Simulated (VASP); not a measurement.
Write the native input for VASP 6.6.1 that does the following.

* Task: single point
* Functional: PBEsol
* Potentials or basis: VASP PAW PBE potentials, release 64 (P)
* Cutoff: 520 eV
* k mesh: 16 × 16 × 4
* Occupations: fermi-dirac, width 0.1 eV
* Spin: no spin polarisation
* Dipole correction: no
* Further INCAR settings: ALGO = Normal; EDIFF = 1e-06; NBANDS = 18

The structure of P lies in POSCAR:

```
P
1.0
    2.6404629198      0.0000000000      0.0000000000
   -1.3202314599      2.2867079663      0.0000000000
    0.0000000000      0.0000000000      9.7067568391
P
4
Direct
    0.0000000000      1.0000000000      0.0000000000
    0.0000000000      0.0000000000      0.5000000000
    0.3333333333      0.6666666667      0.2500000000
    0.6666666667      0.3333333333      0.7500000000
```

This cell differs from its parent crystal: volume scaled by 1.04.

One way to write it, as run:

INCAR

```
SYSTEM = P
ALGO     = Normal         ! electronic algorithm
EDIFF    = 1E-6           ! SCF threshold, eV
ENCUT    = 520            ! plane-wave cutoff, eV
GGA      = PS             ! functional
ISIF     = 2              ! what is computed and relaxed
ISMEAR   = -1             ! smearing method
LASPH    = .TRUE.         ! aspherical terms in the spheres
LCHARG   = .TRUE.         ! write CHGCAR
LELF     = .TRUE.         ! ELF
LREAL    = .FALSE.        ! projectors in reciprocal space
LVHAR    = .TRUE.       
LWAVE    = .FALSE.        ! write WAVECAR
NBANDS   = 18             ! bands
NELM     = 80             ! most SCF steps
PREC     = Accurate       ! precision mode
SIGMA    = 0.1            ! smearing width, eV
```

KPOINTS

```
k-points
0
G
  16 16 4
  0 0 0
```

Potentials or basis: VASP PAW PBE potentials, release 64 (P).

Command:

```console
$ cat potpaw_PBE.64/P/POTCAR > POTCAR
$ mpirun -np 1 vasp_std > vasp.out
```

It gave:

| Property | Result |
| --- | --- |
| Pressure | -3.8 GPa |
| Band gap on the k mesh | zero (band 10 reaches 16.15 eV, above the bottom of band 11 at 6.17 eV) |

Caveat: the PAW data sets were made with another functional, which shifts forces and pressure a little.

It took 49 s on 1 thread of Intel(R) Xeon(R) Platinum 8488C (Sapphire Rapids) (shared host), peak memory 0.21 GiB.
